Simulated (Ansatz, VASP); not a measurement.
# One calculation of LuC, two programs

Contents of INCAR:

```
PREC     = Accurate       # precision mode
ENCUT    = 520            # plane-wave cutoff, eV
EDIFF    = 1E-6           # SCF threshold, eV
ISMEAR   = 0              # smearing method
SIGMA    = 0.05           # smearing width, eV
LREAL    = False          # projectors in reciprocal space
LASPH    = True           # aspherical terms in the spheres
NELM     = 80             # most SCF steps
ALGO     = Normal         # electronic algorithm
ISIF     = 2              # what is computed and relaxed
LWAVE    = False          # write WAVECAR
LCHARG   = True           # write CHGCAR
GGA      = PS             # functional
LELF     = True           # ELF
LVHAR    = True         
NBANDS   = 22             # bands
```

Contents of KPOINTS:

```
regular mesh
0
Gamma
  10 10 10
```

The input POSCAR:

```
LuC
1.0
    2.9583176718      0.0000000000      0.0000000000
    0.0000000000      2.9583176718      0.0000000000
    0.0000000000      0.0000000000      2.9583176718
Lu C
1 1
Direct
    0.0000000000      0.0000000000      0.0000000000
    0.5000000000      0.5000000000      0.5000000000
```

Input for Ansatz:

```yaml
crystal:
  lattice:
    - [2.9583176718, 0.0, 0.0]
    - [0.0, 2.9583176718, 0.0]
    - [0.0, 0.0, 2.9583176718]
  atoms:
    - { symbol: Lu, position: [0.0, 0.0, 0.0] }
    - { symbol: C, position: [0.5, 0.5, 0.5] }
basis:
  ecutwfc: 420
  ecutrho_ratio: 4
kpoints:
  mp_grid: { grid: [10, 10, 10] }
hamiltonian:
  xc: pbesol
scf:
  occupations: { method: gaussian, width: 0.05 }
output:
  forces: true
  stress: true
  eigenvalues: true
```

Alike in both runs: task single point; functional PBEsol; k mesh 10 × 10 × 10; occupations gaussian, width 0.05 eV; no spin polarisation.

|  | VASP | Ansatz |
| --- | --- | --- |
| version | VASP 6.6.1 | Ansatz 0.2.0 |
| potentials or method | VASP PAW PBE potentials, release 64 (Lu, C), cutoff 520 eV | scalar-relativistic, plane waves, PAW |
| valence electrons in the cell | 29 | 29 |

VASP gave:

* gap on the k mesh at the Fermi level (eV): none
* pressure (GPa): 3.9

Question: What did Ansatz give for the same quantities?

Answer: gap on the k mesh at the Fermi level (eV): none; pressure (GPa): 3.0.

VASP's potentials were made for PBE, not for PBEsol. A gap of «none» marks a metal or a gap that the smearing closes.

Neither program's run includes spin-orbit coupling.
